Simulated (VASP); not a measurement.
Crystal: BN.

```
CELL_PARAMETERS angstrom
2.50084 0.00000 0.00000
-1.25042 2.16579 0.00000
0.00000 0.00000 6.89313
ATOMIC_POSITIONS crystal
B 0.33333 0.66667 0.25000
B 0.66667 0.33333 0.75000
N 0.66667 0.33333 0.25000
N 0.33333 0.66667 0.75000
```

Base run:

- Program: VASP 6.6.1
- Functional: PBE
- Potentials or basis: VASP PAW PBE potentials, release 64 (B, N)
- Cutoff: 520 eV
- k mesh: 9 × 9 × 4
- Occupations: gaussian, width 0.01 eV
- Spin: no spin polarisation

Its results: band gap on the k mesh 4.45 eV, indirect (least direct gap 4.66 eV); pressure 3.9 GPa.

Question: The run is repeated on the same cell with these changes: k mesh from 9 × 9 × 4 to 6 × 6 × 2. What comes out?

Answer: Band gap on the k mesh 4.34 eV, indirect (least direct gap 4.66 eV); pressure 3.9 GPa.

Caveats: some runs use coarse meshes; this functional lacks dispersion, which binds the layers, so the pressure and a relaxed spacing across them are unreliable.

A k mesh can miss the band edges.
